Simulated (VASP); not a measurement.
# LaOs3 (Pm-3m) in VASP: a series of runs

Runs on LaOs3. Level: PBE. Tasks: single point.

Program: VASP 6.6.1. These are calculated values, not measurements. Logs are shortened: lines on timing, memory, paths and dates and some standing lists are left out, and cuts for length are marked.

### 1 The cell of the first run

Symmetry: Pm-3m, No. 221, cubic system. Conventional cell: a = 4.070 Å, b = 4.070 Å, c = 4.070 Å, α = 90.00°, β = 90.00°, γ = 90.00°. Within 3.8 Å of La (site symmetry m-3m) lie 12 Os at 2.88 Å. Os (site symmetry 4/mmm) has 4 La at 2.88 Å and 8 Os at 2.88 Å within 3.8 Å.

### 2 Single point, PBE (16.85 Å³/atom)

File INCAR:

```
SYSTEM = LaOs3
  ALGO = Normal
  EDIFF = 1E-6
  ENCUT = 520
  GGA = PE
  ISIF = 2
  ISMEAR = 0
  LASPH = .TRUE.
  LCHARG = .FALSE.
  LREAL = .FALSE.
  LWAVE = .FALSE.
  NBANDS = 26
  NELM = 80
  PREC = Accurate
  SIGMA = 0.05
```

File KPOINTS:

```
k-points
0
G
  8 8 8
  0 0 0
```

File POSCAR:

```
LaOs3
1.0
    4.0696057788      0.0000000000      0.0000000000
    0.0000000000      4.0696057788      0.0000000000
    0.0000000000      0.0000000000      4.0696057788
La Os
1 3
Direct
    0.0000000000      0.0000000000      0.0000000000
    0.0000000000      0.5000000000      0.5000000000
    0.5000000000      0.5000000000      0.0000000000
    0.5000000000      0.0000000000      0.5000000000
```

Potentials or basis: VASP PAW PBE potentials, release 64 (La, Os).

Started as:

```bash
> cat potpaw_PBE.64/La/POTCAR potpaw_PBE.64/Os/POTCAR > POTCAR
> mpirun -np 1 vasp_std > vasp.out
```

OUTCAR:

```text
SYSTEM = LaOs3
   EDIFF = 1E-6
   ENCUT = 520
   GGA = PE
   ISIF = 2
   ISMEAR = 0
   LASPH = .TRUE.
   LREAL = .FALSE.
   NELM = 80
   PREC = Accurate

 ion  position               nearest neighbor table
   1  0.000  0.000  0.000-   2 2.88   3 2.88   4 2.88   2 2.88   4 2.88   2 2.88   3 2.88   2 2.88
                             3 2.88   4 2.88   4 2.88   3 2.88
   2  0.000  0.500  0.500-   1 2.88   3 2.88   4 2.88   1 2.88   3 2.88   1 2.88   4 2.88   1 2.88
                             3 2.88   4 2.88   3 2.88   4 2.88
   3  0.500  0.500  0.000-   1 2.88   2 2.88   4 2.88   2 2.88   4 2.88   1 2.88   4 2.88   4 2.88
                             1 2.88   2 2.88   2 2.88   1 2.88
   4  0.500  0.000  0.500-   1 2.88   2 2.88   3 2.88   1 2.88   3 2.88   2 2.88   3 2.88   3 2.88
                             1 2.88   2 2.88   1 2.88   2 2.88

  LATTYP: Found a simple cubic cell.
 ALAT       =     4.0696057788

  Lattice vectors:

 A1 = (   4.0696057788,   0.0000000000,   0.0000000000)
 A2 = (   0.0000000000,   4.0696057788,   0.0000000000)
 A3 = (   0.0000000000,   0.0000000000,   4.0696057788)

Analysis of symmetry for initial positions (statically):
=====================================================================
 Subroutine PRICEL returns:
 Original cell was already a primitive cell.

 Routine SETGRP: Setting up the symmetry group for a
 simple cubic supercell.

 Subroutine GETGRP returns: Found 48 space group operations
 (whereof 48 operations were pure point group operations)
 out of a pool of 48 trial point group operations.

The static configuration has the point symmetry O_h .

Analysis of symmetry for dynamics (positions and initial velocities):
=====================================================================
 Subroutine PRICEL returns:
 Original cell was already a primitive cell.

 Routine SETGRP: Setting up the symmetry group for a
 simple cubic supercell.

 Subroutine GETGRP returns: Found 48 space group operations
 (whereof 48 operations were pure point group operations)
 out of a pool of 48 trial point group operations.

The dynamic configuration has the point symmetry O_h .

 Subroutine INISYM returns: Found 48 space group operations
 (whereof 48 operations are pure point group operations),
 and found     1 'primitive' translations

----------------------------------------------------------------------------------------

                                     Primitive cell

[... 94 lines left out ...]
   EDIFF  = 0.1E-05   stopping-criterion for ELM
   LREAL  =      F    real-space projection
   EDIFFG = 0.1E-04   stopping-criterion for IOM
   NSW    =      0    number of steps for IOM
   IBRION =     -1    ionic relax: 0-MD 1-quasi-New 2-CG
   NFREE  =      0    steps in history (QN), initial steepest desc. (CG)
   ISIF   =      2    stress and relaxation
   ISYM   =      2    0-nonsym 1-usesym 2-fastsym
   POTIM  = 0.5000    time-step for ionic-motion
   TEBEG  =    0.0;   TEEND  =   0.0 temperature during run
   PSTRESS=    0.0 pullay stress
   NELECT =      35.0000    total number of electrons
   NUPDOWN=      -1.0000    fix difference up-down
   EMIN   =  10.00;   EMAX   =-10.00  energy-range for DOS
   EFERMI =   0.00;   METHOD = LEGACY
   ISMEAR =     0;   SIGMA  =   0.05  broadening in eV -4-tet -1-fermi 0-gaus
   EFERMI_NEDOS =   21; number of points for ismear=-14 and -15
   IALGO  =     38    algorithm
   IMIX   =      4    mixing-type and parameters
     AMIX     =   0.40;   BMIX     =  1.00
     AMIX_MAG =   1.60;   BMIX_MAG =  1.00
  volume/ion in A,a.u.               =      16.85       113.71
  Fermi-wavevector in a.u.,A,eV,Ry     =   1.315867  2.486627 23.558552  1.731505
  Thomas-Fermi vector in A             =   2.446019
   LORBIT       =      0    0 simple, 1 ext, 2 COOP (PROOUT), +10 PAW based schemes
   GGA     = PE    functional components
   LHFCALC =     F    Hartree Fock is set to
   AEXX    =    0.0000 exact exchange contribution
   IVDW    =     0    specifies the selected vdW correction
   LEPSILON=     F    determine dielectric tensor
   LRPA    =     F    only Hartree local field effects (RPA)
 non-spin polarized calculation
 Gauss-broadening in eV      SIGMA  =   0.05
  energy-cutoff  :      520.00
  volume of cell :       67.40
 maximum number of plane-waves:      1856
   NGX = 15   NGY = 15   NGZ = 15

 number of electron      34.9999997 magnetization

 Free energy of the ion-electron system (eV)
  ---------------------------------------------------
  ext. energy  EPLUGINS =         0.00000000
  ---------------------------------------------------
  free energy    TOTEN  =       -35.35561641 eV

  energy without entropy =      -35.35027718  energy(sigma->0) =      -35.35294680

 E-fermi :   9.2625     XC(G=0): -13.0192

 val. band max:        9.2293848880   @ k =   0.5000   0.1250   0.0000
 cond. band min:       9.2637726404   @ k =   0.5000   0.0000   0.0000
 fundamental gap:      0.0343877524
 Fermi energy:         9.2625401110

 k-point     1 :       0.0000    0.0000    0.0000
  band No.  band energies     occupation
      1     -20.8741      2.00000
      2      -4.9323      2.00000
      3      -4.9323      2.00000
      4      -4.9323      2.00000
      5       1.6644      2.00000
      6       3.7774      2.00000
[... 685 lines left out ...]
     25      14.2673      0.00000
     26      14.5663      0.00000

 [... further k-points ...]

------------------------ aborting loop because EDIFF is reached ----------------------------------------

  FORCE on cell =-STRESS in cart. coord.  units (eV):
  Direction    XX          YY          ZZ          XY          YZ          ZX
  --------------------------------------------------------------------------------------
  -------------------------------------------------------------------------------------
  Total        5.1950842      5.1950842      5.1950842     -0.0000000      0.0000000     -0.0000000
  in kB      123.4940820    123.4940820    123.4940820     -0.0000000      0.0000000     -0.0000000
  external PRESSURE =     123.4940820 kB  Pullay stress =       0.0000000 kB

 VOLUME and BASIS-vectors are now :
 -----------------------------------------------------------------------------
  energy-cutoff  :      520.00
  volume of cell :       67.40
      direct lattice vectors                 reciprocal lattice vectors
     4.069605779  0.000000000  0.000000000     0.245724047  0.000000000  0.000000000
     0.000000000  4.069605779  0.000000000     0.000000000  0.245724047  0.000000000
     0.000000000  0.000000000  4.069605779     0.000000000  0.000000000  0.245724047

 POSITION                                       TOTAL-FORCE (eV/Angst)
 -----------------------------------------------------------------------------------
      0.00000      0.00000      0.00000         0.000000      0.000000      0.000000
      0.00000      2.03480      2.03480         0.000000      0.000000      0.000000
      2.03480      2.03480      0.00000         0.000000      0.000000      0.000000
      2.03480      0.00000      2.03480         0.000000      0.000000      0.000000
 -----------------------------------------------------------------------------------
    total drift:                                0.000000      0.000000     -0.000000

  FREE ENERGIE OF THE ION-ELECTRON SYSTEM (eV)
  ---------------------------------------------------
  free  energy   TOTEN  =       -35.3556164128 eV

  energy  without entropy=      -35.3502771827  energy(sigma->0) =      -35.35294680
```

OSZICAR:

```text
N       E                     dE             d eps       ncg     rms          rms(c)
DAV:   1     0.262251264547E+03    0.26225E+03   -0.13778E+04  1948   0.192E+03
DAV:   2     0.144153871725E+02   -0.24784E+03   -0.22230E+03  1950   0.363E+02
DAV:   3    -0.334603183059E+02   -0.47876E+02   -0.42501E+02  2406   0.145E+02
[... 11 lines left out ...]
DAV:  15    -0.353556134810E+02   -0.28393E-04   -0.35961E-04  2512   0.100E-01    0.209E-02
DAV:  16    -0.353556158449E+02   -0.23640E-05   -0.43433E-05  3048   0.711E-02    0.137E-02
DAV:  17    -0.353556177791E+02   -0.19342E-05   -0.10260E-05  2616   0.262E-02    0.906E-03
DAV:  18    -0.353556165270E+02    0.12521E-05   -0.17785E-06  2128   0.171E-02    0.544E-03
DAV:  19    -0.353556164128E+02    0.11427E-06   -0.64533E-07  1536   0.820E-03
   1 F= -.35355616E+02 E0= -.35352947E+02  d E =-.533923E-02
```

stdout:

```text
POSCAR found type information on POSCAR LaOs
 POSCAR found :  2 types and       4 ions
 scaLAPACK will be used
 LDA part: xc-table for (Slater+PW92), standard interpolation
 POSCAR, INCAR and KPOINTS ok, starting setup
 FFT: planning ... GRIDC
 FFT: planning ... GRID_SOFT
 FFT: planning ... GRID
 WAVECAR not read
 entering main loop
```

Run time: 78 s. Hardware: 1 thread of Intel Xeon Platinum 8259CL at 2.50GHz (Skylake/Cascade Lake), shared host; peak memory 0.22 GiB.

What came out:

```yaml
Free_energy: -35.3556 eV
Pressure: 12.3 GPa
Band_gap_on_the_k_mesh: zero (an odd number of electrons rules out a gap without spin polarisation)
```

Caveat: the cell stands under pressure; spin-orbit coupling is left out, which moves the levels of the heavy elements.

### 3 Single point, PBE (17.12 Å³/atom)

This run uses another cell than the first one, of 17.12 Å³/atom.

File INCAR:

```
PREC = Accurate
ENCUT = 520
EDIFF = 1E-7
ISMEAR = 0
SIGMA = 0.05
LREAL = F
LASPH = T
NELM = 100
ALGO = Normal
ISIF = 2
LWAVE = F
LCHARG = F
GGA = PE
NBANDS = 26
```

File KPOINTS:

```
Automatic mesh
0
Gamma
  8 8 8
```

File POSCAR:

```
LaOs3
1.0
    4.0910251511      0.0000000000      0.0000000000
    0.0000000000      4.0910251511      0.0000000000
    0.0000000000      0.0000000000      4.0910251511
La Os
1 3
Direct
    0.0000000000      0.0000000000      0.0000000000
    0.0000000000      0.5000000000      0.5000000000
    0.5000000000      0.5000000000      0.0000000000
    0.5000000000      0.0000000000      0.5000000000
```

Potentials or basis: VASP PAW PBE potentials, release 64 (La, Os).

Started as:

```bash
> cat potpaw_PBE.64/La/POTCAR potpaw_PBE.64/Os/POTCAR > POTCAR
> mpirun -np 1 vasp_std > vasp.out
```

Run time: 96 s. Hardware: 1 thread of Intel Xeon Platinum 8259CL at 2.50GHz (Skylake/Cascade Lake), shared host; peak memory 0.22 GiB.

It converged, with:

| Item | Value |
| --- | --- |
| Free energy | -35.4262 eV |
| Pressure | 8.6 GPa |
| Band gap on the k mesh | zero (an odd number of electrons rules out a gap without spin polarisation) |

Levels at points of the mesh, in eV from the Fermi level:
```csv
k point,band 15,band 16,band 17,band 18,band 19,band 20
"(0.00, 0.00, 0.00)",0.89,0.89,2.23,2.74,2.74,2.74
"(0.50, 0.00, 0.00)",-0.87,-0.69,-0.34,0.00,0.00,1.15
"(0.50, 0.50, 0.00)",-0.75,-0.63,-0.43,-0.43,-0.33,-0.15
"(0.50, 0.50, 0.50)",-0.57,-0.57,-0.29,2.25,2.25,2.25
```

Caveat: the cell stands under pressure; spin-orbit coupling is left out, which moves the levels of the heavy elements.
